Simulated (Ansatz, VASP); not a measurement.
Two plane-wave programs on LiMg6

```
Li Mg
1.0
     4.79677    0.00000    0.00000
     0.00000    4.79677    0.00000
     0.00000    0.00000    4.79677
Li Mg
1 6
Cartesian
  0.0000 0.0000 0.0000
  2.3984 2.3984 0.9929
  2.3984 2.3984 3.8038
  0.9929 2.3984 2.3984
  3.8038 2.3984 2.3984
  2.3984 0.9929 2.3984
  2.3984 3.8038 2.3984
```

Change from the starting cell: species swapped into the ErB6 type (Pm-3m, No. 221).

Alike in both runs: task relaxation of cell and atoms; functional PBE; k mesh 4 × 4 × 4; occupations gaussian, width 0.1 eV; no spin polarisation.

|  | VASP | Ansatz |
| --- | --- | --- |
| version | VASP 6.6.1 | Ansatz 0.2.0 |
| potentials or method | VASP PAW PBE potentials, release 64 (Li_sv, Mg), cutoff 600 eV | scalar-relativistic, plane waves, PAW |
| valence electrons in the cell | 15 | 63 |

|  | VASP | Ansatz | Ansatz less VASP |
| --- | --- | --- | --- |
| gap on the k mesh at the Fermi level, each at its own relaxed structure (eV) | none | none | - |
| relaxed volume (Å³/atom) | 49.43 | 50.44 | +1.005 |
| relaxed cell length with the largest relative difference (Å) | 7.021 | 7.068 | +0.0472 |

A gap of «none» marks a metal or a gap that the smearing closes. VASP's potentials hold 15 valence electrons a cell and Ansatz's 63, so a difference there can come from the potentials and not from the codes.

Noted on VASP's run: the cutoff is short for stress, so the pressure is rough; the volume moved by over 15 % at a fixed basis, so the end points are rough.
